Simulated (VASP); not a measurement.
# In3As3H in VASP: further runs

Runs on In3As3H. Level: PBEsol. Tasks: single point.

All numbers are computed with VASP 6.6.1; they aren't measurements. Logs are shortened: lines on timing, memory, paths and dates and some standing lists are left out, and cuts for length are marked.

**1. The cell of the first run**

The cell holds a slab with vacuum, 7 atoms: a = 4.304 Å, b = 4.304 Å, c = 26.609 Å, α = 90.00°, β = 90.00°, γ = 90.00°.

**2. Single point, PBEsol**

File INCAR:

```
PREC = Accurate
ENCUT = 520
EDIFF = 1E-6
ISMEAR = 0
SIGMA = 0.1
LREAL = False
LASPH = True
NELM = 80
ALGO = Normal
ISIF = 2
LWAVE = False
LCHARG = False
LDIPOL = True
IDIPOL = 3
DIPOL = 0.5 0.5 0.491
GGA = PS
NBANDS = 36
```

File KPOINTS:

```
Automatic mesh
0
Gamma
  7 7 1
```

File POSCAR:

```
In3As3H
1.0
    4.3044884334      0.0000000000      0.0000000000
    0.0000000000      4.3044884334      0.0000000000
    0.0000000000      0.0000000000     26.6093324020
As In H
3 3 1
Direct
    0.0000000000      0.5000000000      0.3194368003
    0.5000000000      0.0000000000      0.4338227201
    0.0000000000      0.5000000000      0.5497638553
    0.5000000000      0.5000000000      0.3766297602
    0.0000000000      0.0000000000      0.4885154898
    0.5000000000      0.5000000000      0.6036461886
    0.5000000000      0.5000000000      0.6686737703
```

Potentials or basis: VASP PAW PBE potentials, release 64 (As, In_d, H).

On the command line:

```
cat potpaw_PBE.64/As/POTCAR potpaw_PBE.64/In_d/POTCAR potpaw_PBE.64/H/POTCAR > POTCAR
mpirun -np 1 vasp_std > vasp.out
```

OUTCAR:

```text
PREC = Accurate
   ENCUT = 520
   EDIFF = 1E-6
   ISMEAR = 0
   LREAL = False
   LASPH = True
   NELM = 80
   ISIF = 2
   GGA = PS

 ion  position               nearest neighbor table
   1  0.000  0.500  0.319-   4 2.64   4 2.64
   2  0.500  0.000  0.434-   5 2.60   5 2.60   4 2.64   4 2.64
   3  0.000  0.500  0.550-   6 2.59   6 2.59   5 2.70   5 2.70
   4  0.500  0.500  0.377-   1 2.64   2 2.64   2 2.64   1 2.64
   5  0.000  0.000  0.489-   2 2.60   2 2.60   3 2.70   3 2.70
   6  0.500  0.500  0.604-   7 1.73   3 2.59   3 2.59
   7  0.500  0.500  0.669-   6 1.73

  LATTYP: Found a simple tetragonal cell.
 ALAT       =     4.3044884334
 C/A-ratio  =     6.1817641780

  Lattice vectors:

 A1 = (   4.3044884334,   0.0000000000,   0.0000000000)
 A2 = (   0.0000000000,   4.3044884334,   0.0000000000)
 A3 = (   0.0000000000,   0.0000000000,  26.6093324020)

Analysis of symmetry for initial positions (statically):
=====================================================================
 Subroutine PRICEL returns:
 Original cell was already a primitive cell.

 Routine SETGRP: Setting up the symmetry group for a
 simple tetragonal supercell.

 Subroutine GETGRP returns: Found  4 space group operations
 (whereof  4 operations were pure point group operations)
 out of a pool of 16 trial point group operations.

The static configuration has the point symmetry C_2v.

Analysis of symmetry for dynamics (positions and initial velocities):
=====================================================================
 Subroutine PRICEL returns:
 Original cell was already a primitive cell.

 Routine SETGRP: Setting up the symmetry group for a
 simple tetragonal supercell.

 Subroutine GETGRP returns: Found  4 space group operations
 (whereof  4 operations were pure point group operations)
 out of a pool of 16 trial point group operations.

The dynamic configuration has the point symmetry C_2v.

 Subroutine INISYM returns: Found  4 space group operations
 (whereof  4 operations are pure point group operations),
 and found     1 'primitive' translations

----------------------------------------------------------------------------------------

                                     Primitive cell

  volume of cell :     493.0342

  direct lattice vectors                    reciprocal lattice vectors
     4.304488433  0.000000000  0.000000000     0.232315643  0.000000000  0.000000000
     0.000000000  4.304488433  0.000000000     0.000000000  0.232315643  0.000000000
     0.000000000  0.000000000 26.609332402     0.000000000  0.000000000  0.037580800

  length of vectors
     4.304488433  4.304488433 26.609332402     0.232315643  0.232315643  0.037580800

  position of ions in fractional coordinates (direct lattice)
     0.000000000  0.500000000  0.319436800
     0.500000000  0.000000000  0.433822720
     0.000000000  0.500000000  0.549763855
     0.500000000  0.500000000  0.376629760
     0.000000000  0.000000000  0.488515490
     0.500000000  0.500000000  0.603646189
     0.500000000  0.500000000  0.668673770

  ion indices of the primitive-cell ions
   primitive index   ion index
                 1           1
                 2           2
                 3           3
                 4           4
                 5           5
                 6           6
                 7           7

----------------------------------------------------------------------------------------

 KPOINTS: Automatic mesh

Automatic generation of k-mesh.
 Grid dimensions read from file:
 generate k-points for:    7    7    1

 Generating k-lattice:

  Cartesian coordinates                     Fractional coordinates (reciprocal lattice)
     0.033187949  0.000000000  0.000000000     0.142857143  0.000000000  0.000000000
     0.000000000  0.033187949  0.000000000     0.000000000  0.142857143  0.000000000
     0.000000000  0.000000000  0.037580800     0.000000000  0.000000000  1.000000000

  Length of vectors
     0.033187949  0.033187949  0.037580800

  Shift w.r.t. Gamma in fractional coordinates (k-lattice)
     0.000000000  0.000000000  0.000000000

 Subroutine IBZKPT returns following result:
 ===========================================

 Found     16 irreducible k-points:

 Following reciprocal coordinates:
            Coordinates               Weight
  0.000000  0.000000  0.000000      1.000000
  0.142857  0.000000  0.000000      2.000000
  0.000000  0.142857  0.000000      2.000000
  0.285714  0.000000  0.000000      2.000000
  0.000000  0.285714  0.000000      2.000000
  0.428571  0.000000  0.000000      2.000000
[... 8 lines left out ...]
 -0.285714  0.428571  0.000000      4.000000
  0.428571  0.428571  0.000000      4.000000
   k-points           NKPTS =     16   k-points in BZ     NKDIM =     16   number of bands    NBANDS=     36
   number of dos      NEDOS =    301   number of ions     NIONS =      7
   total plane-waves  NPLWV = 204800
   dimension x,y,z NGX =    32 NGY =   32 NGZ =  200
   dimension x,y,z NGXF=    64 NGYF=   64 NGZF=  400
   ions per type =               3   3   1
   NGX,Y,Z   is equivalent  to a cutoff of  12.36, 12.36, 12.50 a.u.
   NGXF,Y,Z  is equivalent  to a cutoff of  24.72, 24.72, 24.99 a.u.
 SYSTEM =  unknown system
   PREC   = accura    normal or accurate (medium, high low for compatibility)
   ISTART =      0    job   : 0-new  1-cont  2-samecut
   ICHARG =      2    charge: 1-file 2-atom 10-const
   ISPIN  =      1    spin polarized calculation?
   LNONCOLLINEAR =      F non collinear calculations
   LSORBIT =      F    spin-orbit coupling
   LASPH  =      T    aspherical Exc in radial PAW
   ENCUT  =  520.0 eV  38.22 Ry    6.18 a.u.   8.00  8.00 49.48*2*pi/ulx,y,z
   NELM   =     80;   NELMIN=  2; NELMDL= -5     # of ELM steps
   EDIFF  = 0.1E-05   stopping-criterion for ELM
   LREAL  =      F    real-space projection
   EDIFFG = 0.1E-04   stopping-criterion for IOM
   NSW    =      0    number of steps for IOM
   IBRION =     -1    ionic relax: 0-MD 1-quasi-New 2-CG
   NFREE  =      0    steps in history (QN), initial steepest desc. (CG)
   ISIF   =      2    stress and relaxation
   ISYM   =      2    0-nonsym 1-usesym 2-fastsym
   POTIM  = 0.5000    time-step for ionic-motion
   TEBEG  =    0.0;   TEEND  =   0.0 temperature during run
   PSTRESS=    0.0 pullay stress
   NELECT =      55.0000    total number of electrons
   NUPDOWN=      -1.0000    fix difference up-down
   EMIN   =  10.00;   EMAX   =-10.00  energy-range for DOS
   EFERMI =   0.00;   METHOD = LEGACY
   ISMEAR =     0;   SIGMA  =   0.10  broadening in eV -4-tet -1-fermi 0-gaus
   EFERMI_NEDOS =   21; number of points for ismear=-14 and -15
   IALGO  =     38    algorithm
   IMIX   =      4    mixing-type and parameters
     AMIX     =   0.40;   BMIX     =  1.00
     AMIX_MAG =   1.60;   BMIX_MAG =  1.00
  volume/ion in A,a.u.               =      70.43       475.31
  Fermi-wavevector in a.u.,A,eV,Ry     =   0.788080  1.489254  8.450161  0.621069
  Thomas-Fermi vector in A             =   1.892949
   LORBIT       =      0    0 simple, 1 ext, 2 COOP (PROOUT), +10 PAW based schemes
   GGA     = PS    functional components
   LHFCALC =     F    Hartree Fock is set to
   AEXX    =    0.0000 exact exchange contribution
   IVDW    =     0    specifies the selected vdW correction
   LEPSILON=     F    determine dielectric tensor
   LRPA    =     F    only Hartree local field effects (RPA)
 non-spin polarized calculation
 Gauss-broadening in eV      SIGMA  =   0.10
  energy-cutoff  :      520.00
  volume of cell :      493.03
 maximum number of plane-waves:     13356
   NGX = 17   NGY = 17   NGZ = 99

 dipolmoment           0.000000      0.000000      0.174185 electrons x Angstroem

 number of electron      55.0000001 magnetization

 dipolmoment           0.000000      0.000000     -0.150513 electrons x Angstroem

 Free energy of the ion-electron system (eV)
  ---------------------------------------------------
  ext. energy  EPLUGINS =         0.00000000
  ---------------------------------------------------
  free energy    TOTEN  =       -25.74754602 eV

  energy without entropy =      -25.72730994  energy(sigma->0) =      -25.73742798

 E-fermi :  -1.8135     XC(G=0):  -3.8732

 val. band max:       -1.8569898046   @ k =   0.2857   0.2857   0.0000
 cond. band min:      -1.8094831183   @ k =   0.4286   0.2857   0.0000
 fundamental gap:      0.0475066864
 Fermi energy:        -1.8135338584

 k-point     1 :       0.0000    0.0000    0.0000
  band No.  band energies     occupation
      1     -16.9584      2.00000
      2     -16.7834      2.00000
      3     -16.7695      2.00000
      4     -16.7254      2.00000
      5     -16.6966      2.00000
      6     -16.3816      2.00000
[... 28 lines left out ...]
     35       2.1598      0.00000
     36       2.3996      0.00000

 k-point     2 :       0.1429    0.0000    0.0000
  band No.  band energies     occupation
      1     -16.9490      2.00000
      2     -16.7814      2.00000
      3     -16.7724      2.00000
      4     -16.7247      2.00000
      5     -16.7081      2.00000
      6     -16.3760      2.00000
[... 28 lines left out ...]
     35       2.0705      0.00000
     36       2.6171      0.00000

 k-point     3 :       0.0000    0.1429    0.0000
  band No.  band energies     occupation
      1     -16.9548      2.00000
      2     -16.7829      2.00000
      3     -16.7711      2.00000
      4     -16.7271      2.00000
      5     -16.6964      2.00000
      6     -16.3758      2.00000
[... 28 lines left out ...]
     35       2.2835      0.00000
     36       2.5134      0.00000

 k-point     4 :       0.2857    0.0000    0.0000
  band No.  band energies     occupation
      1     -16.9270      2.00000
      2     -16.7884      2.00000
      3     -16.7788      2.00000
      4     -16.7233      2.00000
      5     -16.7220      2.00000
      6     -16.3704      2.00000
[... 28 lines left out ...]
     35       2.8846      0.00000
     36       3.0688      0.00000

 k-point     5 :       0.0000    0.2857    0.0000
  band No.  band energies     occupation
      1     -16.9469      2.00000
      2     -16.7817      2.00000
      3     -16.7746      2.00000
      4     -16.7310      2.00000
      5     -16.6958      2.00000
      6     -16.3639      2.00000
[... 343 lines left out ...]
 k-point    14 :       0.4286    0.2857    0.0000
  band No.  band energies     occupation
      1     -16.8915      2.00000
      2     -16.8138      2.00000
      3     -16.7903      2.00000
      4     -16.7280      2.00000
      5     -16.7178      2.00000
      6     -16.3748      2.00000
[... 28 lines left out ...]
     35       2.6949      0.00000
     36       3.6125      0.00000

 k-point    15 :      -0.2857    0.4286    0.0000
  band No.  band energies     occupation
      1     -16.9074      2.00000
      2     -16.7893      2.00000
      3     -16.7880      2.00000
      4     -16.7321      2.00000
      5     -16.7214      2.00000
      6     -16.3575      2.00000
[... 28 lines left out ...]
     35       2.7872      0.00000
     36       3.3282      0.00000

 k-point    16 :       0.4286    0.4286    0.0000
  band No.  band energies     occupation
      1     -16.8835      2.00000
      2     -16.8158      2.00000
      3     -16.7939      2.00000
      4     -16.7312      2.00000
      5     -16.7171      2.00000
      6     -16.3750      2.00000
[... 28 lines left out ...]
     35       2.6951      0.00000
     36       3.1968      0.00000

------------------------ aborting loop because EDIFF is reached ----------------------------------------

 vacuum level on the upper side and lower side of the slab       (xc-potential included)        -0.877         0.542

  FORCE on cell =-STRESS in cart. coord.  units (eV):
  Direction    XX          YY          ZZ          XY          YZ          ZX
  --------------------------------------------------------------------------------------
  -------------------------------------------------------------------------------------
  Total       -1.1108998     -1.0346358      0.4491815      0.0000000      0.0000000      0.0000000
  in kB       -3.6100101     -3.3621804      1.4596722      0.0000000      0.0000000      0.0000000
  external PRESSURE =      -1.8375061 kB  Pullay stress =       0.0000000 kB

 VOLUME and BASIS-vectors are now :
 -----------------------------------------------------------------------------
  energy-cutoff  :      520.00
  volume of cell :      493.03
      direct lattice vectors                 reciprocal lattice vectors
     4.304488433  0.000000000  0.000000000     0.232315643  0.000000000  0.000000000
     0.000000000  4.304488433  0.000000000     0.000000000  0.232315643  0.000000000
     0.000000000  0.000000000 26.609332402     0.000000000  0.000000000  0.037580800

 POSITION                                       TOTAL-FORCE (eV/Angst)
 -----------------------------------------------------------------------------------
      0.00000      2.15224      8.50000         0.000000      0.000000      0.118010
      2.15224      0.00000     11.54373         0.000000      0.000000      0.381316
      0.00000      2.15224     14.62885         0.000000      0.000000     -0.010921
      2.15224      2.15224     10.02187         0.000000      0.000000     -0.509246
      0.00000      0.00000     12.99907         0.000000      0.000000     -0.002942
      2.15224      2.15224     16.06262         0.000000      0.000000      0.019406
      2.15224      2.15224     17.79296         0.000000      0.000000      0.004377
 -----------------------------------------------------------------------------------
    total drift:                                0.000000      0.000000      0.000239

  FREE ENERGIE OF THE ION-ELECTRON SYSTEM (eV)
  ---------------------------------------------------
  free  energy   TOTEN  =       -25.7475460222 eV

  energy  without entropy=      -25.7273099372  energy(sigma->0) =      -25.73742798

 vacuum level on the upper side and lower side of the slab         2.439         3.893
```

It took 5.8 min on 1 thread of AMD EPYC 9R14 (Zen 4), shared host; peak memory 0.58 GiB.

What came out:

```yaml
Free_energy: -25.7475 eV
Largest_force: 0.509 eV/Å
Band_gap_on_the_k_mesh: zero (an odd number of electrons rules out a gap without spin polarisation)
```

Forces in eV/Å, atoms in the order of the input:
```
As   0.000  0.000  0.118
As   0.000  0.000  0.381
As   0.000  0.000 -0.011
In   0.000  0.000 -0.509
In   0.000  0.000 -0.003
In   0.000  0.000  0.019
H    0.000  0.000  0.004
```

Levels at points of the mesh, in eV from the Fermi level:
| k point | band 25 | band 26 | band 27 | band 28 | band 29 | band 30 |
| --- | --- | --- | --- | --- | --- | --- |
| (0.00, 0.00, 0.00) | -1.07 | -0.85 | -0.08 | 0.75 | 0.86 | 1.73 |

Caveat: the PAW data sets were made with another functional, which shifts forces and pressure a little; spin-orbit coupling is left out, which moves the levels of the heavy elements; an odd number of electrons without spin polarisation forces a metal; a magnetic or distorted state may lie lower.

**3. Single point, PBEsol**

File INCAR:

```
PREC = Accurate ; ENCUT = 520
EDIFF = 1E-6 ; ISMEAR = 0
SIGMA = 0.1 ; LREAL = F
LASPH = T ; NELM = 60
ALGO = Normal ; ISIF = 2
LWAVE = F ; LCHARG = F
LDIPOL = T ; IDIPOL = 3
DIPOL = 0.5 0.5 0.485 ; GGA = PS
NBANDS = 36
```

File KPOINTS:

```
regular mesh
0
Gamma
  7 7 1
```

File POSCAR:

```
In3As3H
1.0
    4.3044884334      0.0000000000      0.0000000000
    0.0000000000      4.3044884334      0.0000000000
    0.0000000000      0.0000000000     26.6093324020
As In H
3 3 1
Direct
    0.0000000000      0.5000000000      0.3194368003
    0.5000000000      0.0000000000      0.4338227201
    0.0000000000      0.5000000000      0.5480932604
    0.5000000000      0.5000000000      0.3766297602
    0.0000000000      0.0000000000      0.4900513377
    0.5000000000      0.5000000000      0.6035337115
    0.5000000000      1.0000000000      0.6244703110
```

Potentials or basis: VASP PAW PBE potentials, release 64 (As, In_d, H).

On the command line:

```
cat potpaw_PBE.64/As/POTCAR potpaw_PBE.64/In_d/POTCAR potpaw_PBE.64/H/POTCAR > POTCAR
mpirun -np 1 vasp_std > vasp.out
```

Run time: 5.7 min. Hardware: 1 thread of AMD EPYC 9R14 (Zen 4), shared host; peak memory 0.58 GiB.

It converged, with:

- Free energy: -25.5256 eV
- Largest force: 0.403 eV/Å
- Band gap on the k mesh: zero (an odd number of electrons rules out a gap without spin polarisation)

Forces on the atoms (eV/Å):
```
As   0.000  0.000  0.131
As   0.000  0.000  0.256
As   0.000  0.000 -0.010
In   0.000  0.000 -0.403
In   0.000  0.000  0.008
In   0.000  0.000  0.019
H    0.000  0.000  0.000
```

Levels at points of the mesh, in eV from the Fermi level:
```tsv
k point	band 24	band 25	band 26	band 27	band 28	band 29	band 30	band 31
(0.00, 0.00, 0.00)	-1.06	-0.86	-0.01	0.00	0.89	1.56	1.80	2.19
```

Caveat: the PAW data sets were made with another functional, which shifts forces and pressure a little; spin-orbit coupling is left out, which moves the levels of the heavy elements; an odd number of electrons without spin polarisation forces a metal; a magnetic or distorted state may lie lower.

The gap in the log of VASP goes by the Fermi energy; the results here count the filled bands.